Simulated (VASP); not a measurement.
# W (P-6m2) in VASP: single point with PBE

Aim: the single point of W with PBE.

All numbers are computed with VASP 6.6.1; they aren't measurements. Logs are shortened: lines on timing, memory, paths and dates and some standing lists are left out, and cuts for length are marked.

**1. The cell of the first run**

Symmetry: P-6m2, No. 187, hexagonal system. The conventional cell has a = 2.784 Å, b = 2.784 Å, c = 14.734 Å, α = 90.00°, β = 90.00°, γ = 120.00°. Within 3.7 Å of W (site symmetry 3m) lie 12 W at 2.78 to 2.93 Å. W (site symmetry -6m2) has 12 W at 2.78 to 2.93 Å within 3.7 Å. Within 3.7 Å of W (site symmetry 3m) lie 12 W at 2.78 to 2.94 Å. W (site symmetry -6m2) has 12 W at 2.78 to 2.94 Å within 3.7 Å.

**2. Single point, PBE**

Contents of INCAR:

```
SYSTEM = W
PREC = Accurate
ENCUT = 520
EDIFF = 1E-7
ISMEAR = 0
SIGMA = 0.1
LREAL = .False.
LASPH = .True.
NELM = 80
ALGO = Fast
ISIF = 2
LWAVE = .False.
LCHARG = .False.
GGA = PE
NBANDS = 51
```

Contents of KPOINTS:

```
Automatic mesh
0
Gamma
  18 18 3
  0 0 0
```

Contents of POSCAR:

```
W
1.0
    2.7841764234      0.0000000000      0.0000000000
   -1.3920882117      2.4111675113      0.0000000000
    0.0000000000      0.0000000000     14.7344427460
W
6
Direct
    0.0000000000      0.0000000000      0.0002938200
    0.3333333333      0.6666666667      0.1666666667
    0.0000000000      0.0000000000      0.3330395134
    0.6666666667      0.3333333333      0.4994344823
    0.0000000000      0.0000000000      0.6666666667
    0.6666666667      0.3333333333      0.8338988510
```

Potentials or basis: VASP PAW PBE potentials, release 64 (W_sv).

Command:

```bash
cat potpaw_PBE.64/W_sv/POTCAR > POTCAR
mpirun -np 1 vasp_std > vasp.out
```

OUTCAR:

```text
SYSTEM = W
   PREC = Accurate
   ENCUT = 520
   EDIFF = 1E-7
   ISMEAR = 0
   LREAL = .False.
   LASPH = .True.
   NELM = 80
   ISIF = 2
   GGA = PE

 ion  position               nearest neighbor table
   1  0.000  0.000  0.000-   2 2.93   2 2.93   2 2.93   6 2.93   6 2.93   6 2.93
   2  0.333  0.667  0.167-   1 2.93   3 2.93   1 2.93   3 2.93   1 2.93   3 2.93
   3  0.000  0.000  0.333-   2 2.93   2 2.93   2 2.93   4 2.93   4 2.93   4 2.93
   4  0.667  0.333  0.499-   3 2.93   3 2.93   3 2.93   5 2.94   5 2.94   5 2.94
   5  0.000  0.000  0.667-   6 2.94   6 2.94   6 2.94   4 2.94   4 2.94   4 2.94
   6  0.667  0.333  0.834-   1 2.93   1 2.93   1 2.93   5 2.94   5 2.94   5 2.94

  LATTYP: Found a hexagonal cell.
 ALAT       =     2.7841764234
 C/A-ratio  =     5.2922087200

  Lattice vectors:

 A1 = (   2.7841764234,   0.0000000000,   0.0000000000)
 A2 = (  -1.3920882117,   2.4111675113,   0.0000000000)
 A3 = (   0.0000000000,   0.0000000000,  14.7344427460)

Analysis of symmetry for initial positions (statically):
=====================================================================
 Subroutine PRICEL returns:
 Original cell was already a primitive cell.

 Routine SETGRP: Setting up the symmetry group for a
 hexagonal supercell.

 Subroutine GETGRP returns: Found 12 space group operations
 (whereof  6 operations were pure point group operations)
 out of a pool of 24 trial point group operations.

The static configuration has the point symmetry C_3v.
 The point group associated with its full space group is D_3h.

Analysis of symmetry for dynamics (positions and initial velocities):
=====================================================================
 Subroutine PRICEL returns:
 Original cell was already a primitive cell.

 Routine SETGRP: Setting up the symmetry group for a
 hexagonal supercell.

 Subroutine GETGRP returns: Found 12 space group operations
 (whereof  6 operations were pure point group operations)
 out of a pool of 24 trial point group operations.

The dynamic configuration has the point symmetry C_3v.
 The point group associated with its full space group is D_3h.

 Subroutine INISYM returns: Found 12 space group operations
 (whereof  6 operations are pure point group operations),
 and found     1 'primitive' translations

----------------------------------------------------------------------------------------

                                     Primitive cell

  volume of cell :      98.9140

  direct lattice vectors                    reciprocal lattice vectors
     2.784176423  0.000000000  0.000000000     0.359172641  0.207368421  0.000000000
    -1.392088212  2.411167511  0.000000000     0.000000000  0.414736842  0.000000000
     0.000000000  0.000000000 14.734442746     0.000000000  0.000000000  0.067868193

  length of vectors
     2.784176423  2.784176423 14.734442746     0.414736842  0.414736842  0.067868193

  position of ions in fractional coordinates (direct lattice)
     0.000000000  0.000000000  0.000293820
     0.333333333  0.666666667  0.166666667
     0.000000000  0.000000000  0.333039513
     0.666666667  0.333333333  0.499434482
     0.000000000  0.000000000  0.666666667
     0.666666667  0.333333333  0.833898851

  ion indices of the primitive-cell ions
   primitive index   ion index
                 1           1
                 2           2
                 3           3
                 4           4
                 5           5
                 6           6

----------------------------------------------------------------------------------------

 KPOINTS: Automatic mesh

Automatic generation of k-mesh.
 Grid dimensions read from file:
 generate k-points for:   18   18    3

 Generating k-lattice:

  Cartesian coordinates                     Fractional coordinates (reciprocal lattice)
     0.019954036  0.011520468  0.000000000     0.055555556 -0.000000000  0.000000000
     0.000000000  0.023040936  0.000000000     0.000000000  0.055555556  0.000000000
     0.000000000  0.000000000  0.022622731     0.000000000  0.000000000  0.333333333

  Length of vectors
     0.023040936  0.023040936  0.022622731

  Shift w.r.t. Gamma in fractional coordinates (k-lattice)
     0.000000000  0.000000000  0.000000000

 Subroutine IBZKPT returns following result:
 ===========================================

 Found     74 irreducible k-points:

 Following reciprocal coordinates:
            Coordinates               Weight
  0.000000  0.000000  0.000000      1.000000
  0.055556  0.000000  0.000000      6.000000
  0.111111  0.000000  0.000000      6.000000
  0.166667  0.000000  0.000000      6.000000
  0.222222  0.000000  0.000000      6.000000
  0.277778  0.000000  0.000000      6.000000
[... 16 lines left out ...]
  0.333333  0.111111  0.000000     12.000000
  0.388889  0.111111  0.000000     12.000000
 [... further k-points ...]
   k-points           NKPTS =     74   k-points in BZ     NKDIM =     74   number of bands    NBANDS=     51
   number of dos      NEDOS =    301   number of ions     NIONS =      6
   total plane-waves  NPLWV =  64512
   dimension x,y,z NGX =    24 NGY =   24 NGZ =  112
   dimension x,y,z NGXF=    48 NGYF=   48 NGZF=  224
   ions per type =               6
   NGX,Y,Z   is equivalent  to a cutoff of  14.33, 14.33, 12.64 a.u.
   NGXF,Y,Z  is equivalent  to a cutoff of  28.66, 28.66, 25.27 a.u.
 SYSTEM =  W
   PREC   = accura    normal or accurate (medium, high low for compatibility)
   ISTART =      0    job   : 0-new  1-cont  2-samecut
   ICHARG =      2    charge: 1-file 2-atom 10-const
   ISPIN  =      1    spin polarized calculation?
   LNONCOLLINEAR =      F non collinear calculations
   LSORBIT =      F    spin-orbit coupling
   LASPH  =      T    aspherical Exc in radial PAW
   ENCUT  =  520.0 eV  38.22 Ry    6.18 a.u.   5.18  5.18 27.40*2*pi/ulx,y,z
   NELM   =     80;   NELMIN=  2; NELMDL= -5     # of ELM steps
   EDIFF  = 0.1E-06   stopping-criterion for ELM
   LREAL  =      F    real-space projection
   EDIFFG = 0.1E-05   stopping-criterion for IOM
   NSW    =      0    number of steps for IOM
   IBRION =     -1    ionic relax: 0-MD 1-quasi-New 2-CG
   NFREE  =      0    steps in history (QN), initial steepest desc. (CG)
   ISIF   =      2    stress and relaxation
   ISYM   =      2    0-nonsym 1-usesym 2-fastsym
   POTIM  = 0.5000    time-step for ionic-motion
   TEBEG  =    0.0;   TEEND  =   0.0 temperature during run
   PSTRESS=    0.0 pullay stress
   NELECT =      84.0000    total number of electrons
   NUPDOWN=      -1.0000    fix difference up-down
   EMIN   =  10.00;   EMAX   =-10.00  energy-range for DOS
   EFERMI =   0.00;   METHOD = LEGACY
   ISMEAR =     0;   SIGMA  =   0.10  broadening in eV -4-tet -1-fermi 0-gaus
   EFERMI_NEDOS =   21; number of points for ismear=-14 and -15
   IALGO  =     68    algorithm
   IMIX   =      4    mixing-type and parameters
     AMIX     =   0.40;   BMIX     =  1.00
     AMIX_MAG =   1.60;   BMIX_MAG =  1.00
  volume/ion in A,a.u.               =      16.49       111.25
  Fermi-wavevector in a.u.,A,eV,Ry     =   1.550298  2.929639 32.700586  2.403425
  Thomas-Fermi vector in A             =   2.654982
   LORBIT       =      0    0 simple, 1 ext, 2 COOP (PROOUT), +10 PAW based schemes
   GGA     = PE    functional components
   LHFCALC =     F    Hartree Fock is set to
   AEXX    =    0.0000 exact exchange contribution
   IVDW    =     0    specifies the selected vdW correction
   LEPSILON=     F    determine dielectric tensor
   LRPA    =     F    only Hartree local field effects (RPA)
 non-spin polarized calculation
 RMM-DIIS sequential band-by-band and
 Gauss-broadening in eV      SIGMA  =   0.10
  energy-cutoff  :      520.00
  volume of cell :       98.91
 maximum number of plane-waves:      2691
 NGX is ok and might be reduce to    24
   NGX = 11   NGY = 11   NGZ = 55

 number of electron      83.9999999 magnetization

 Free energy of the ion-electron system (eV)
  ---------------------------------------------------
  ext. energy  EPLUGINS =         0.00000000
  ---------------------------------------------------
  free energy    TOTEN  =       -74.81968822 eV

  energy without entropy =      -74.78832630  energy(sigma->0) =      -74.80400726

 E-fermi :  10.5246     XC(G=0): -13.4031

 val. band max:       10.5207078184   @ k =   0.2778   0.2222   0.3333
 cond. band min:      10.5320505499   @ k =   0.1111   0.0000   0.3333
 fundamental gap:      0.0113427315
 Fermi energy:        10.5246395024

 k-point     1 :       0.0000    0.0000    0.0000
  band No.  band energies     occupation
      1     -63.2558      2.00000
      2     -63.2407      2.00000
      3     -63.2277      2.00000
      4     -63.1991      2.00000
      5     -63.1871      2.00000
      6     -63.1749      2.00000
[... 43 lines left out ...]
     50      12.6258      0.00000
     51      13.2723      0.00000

 k-point     2 :       0.0556    0.0000    0.0000
  band No.  band energies     occupation
      1     -63.2526      2.00000
      2     -63.2375      2.00000
      3     -63.2246      2.00000
      4     -63.1965      2.00000
      5     -63.1845      2.00000
      6     -63.1725      2.00000
[... 43 lines left out ...]
     50      12.4958      0.00000
     51      13.1270      0.00000

 k-point     3 :       0.1111    0.0000    0.0000
  band No.  band energies     occupation
      1     -63.2431      2.00000
      2     -63.2284      2.00000
      3     -63.2156      2.00000
      4     -63.1888      2.00000
      5     -63.1769      2.00000
      6     -63.1655      2.00000
[... 43 lines left out ...]
     50      12.1957      0.00000
     51      12.9647      0.00000
[... 1027 lines left out ...]
 k-point    23 :       0.3333    0.1111    0.0000
  band No.  band energies     occupation
      1     -63.1544      2.00000
      2     -63.1392      2.00000
      3     -63.1305      2.00000
      4     -63.1193      2.00000
      5     -63.1078      2.00000
      6     -63.1048      2.00000
[... 43 lines left out ...]
     50      13.7679      0.00000
     51      14.7273      0.00000

 k-point    24 :       0.3889    0.1111    0.0000
  band No.  band energies     occupation
      1     -63.1453      2.00000
      2     -63.1286      2.00000
      3     -63.1214      2.00000
      4     -63.1130      2.00000
      5     -63.1011      2.00000
      6     -63.0992      2.00000
[... 43 lines left out ...]
     50      14.3774      0.00000
     51      14.6819      0.00000

 [... further k-points ...]
[... 5 lines left out ...]
  --------------------------------------------------------------------------------------
  -------------------------------------------------------------------------------------
  Total        0.3461434      0.3461434      0.2439634     -0.0000000      0.0000000      0.0000000
  in kB        5.6067195      5.6067195      3.9516398     -0.0000000      0.0000000      0.0000000
  external PRESSURE =       5.0550263 kB  Pullay stress =       0.0000000 kB

 VOLUME and BASIS-vectors are now :
 -----------------------------------------------------------------------------
  energy-cutoff  :      520.00
  volume of cell :       98.91
      direct lattice vectors                 reciprocal lattice vectors
     2.784176423  0.000000000  0.000000000     0.359172641  0.207368421  0.000000000
    -1.392088212  2.411167511  0.000000000     0.000000000  0.414736842  0.000000000
     0.000000000  0.000000000 14.734442746     0.000000000  0.000000000  0.067868193

 POSITION                                       TOTAL-FORCE (eV/Angst)
 -----------------------------------------------------------------------------------
      0.00000      0.00000      0.00433        -0.000000     -0.000000      0.003467
     -0.00000      1.60745      2.45574         0.000000      0.000000      0.000000
      0.00000      0.00000      4.90715        -0.000000     -0.000000     -0.003467
      1.39209      0.80372      7.35889        -0.000000     -0.000000      0.002202
      0.00000      0.00000      9.82296        -0.000000     -0.000000      0.000000
      1.39209      0.80372     12.28703         0.000000     -0.000000     -0.002202
 -----------------------------------------------------------------------------------
    total drift:                               -0.000000      0.000000     -0.000003

  FREE ENERGIE OF THE ION-ELECTRON SYSTEM (eV)
  ---------------------------------------------------
  free  energy   TOTEN  =       -74.8196882204 eV

  energy  without entropy=      -74.7883263004  energy(sigma->0) =      -74.80400726
```

Wall time 16 min (1 thread of Intel Xeon 8259CL, shared host); peak memory 0.42 GiB.

Results:

| Property | Result |
| --- | --- |
| Free energy | -74.8197 eV |
| Pressure | 0.5 GPa |
| Largest force | 0.003 eV/Å |
| Band gap on the k mesh | zero (bands 42 and 43 overlap by 1.46 eV) |

Forces in eV/Å, atoms in the order of the input:
```
W    0.000  0.000  0.003
W    0.000  0.000  0.000
W    0.000  0.000 -0.003
W    0.000  0.000  0.002
W    0.000  0.000  0.000
W    0.000  0.000 -0.002
```

Stress tensor (GPa, compression positive):
```
0.56 0.00 0.00
0.00 0.56 0.00
0.00 0.00 0.40
```

Levels at points of the mesh, in eV from the Fermi level:
| k point | band 38 | band 39 | band 40 | band 41 | band 42 | band 43 | band 44 | band 45 | band 46 | band 47 |
| --- | --- | --- | --- | --- | --- | --- | --- | --- | --- | --- |
| (0.00, 0.00, 0.00) | -0.47 | -0.47 | -0.41 | -0.41 | -0.24 | -0.24 | -0.22 | -0.12 | -0.12 | 0.07 |
| (0.50, 0.00, 0.00) | -0.43 | -0.24 | 0.37 | 0.62 | 0.63 | 0.76 | 1.39 | 1.40 | 2.89 | 2.90 |

Caveat: spin-orbit coupling is left out, which moves the levels of the heavy elements.
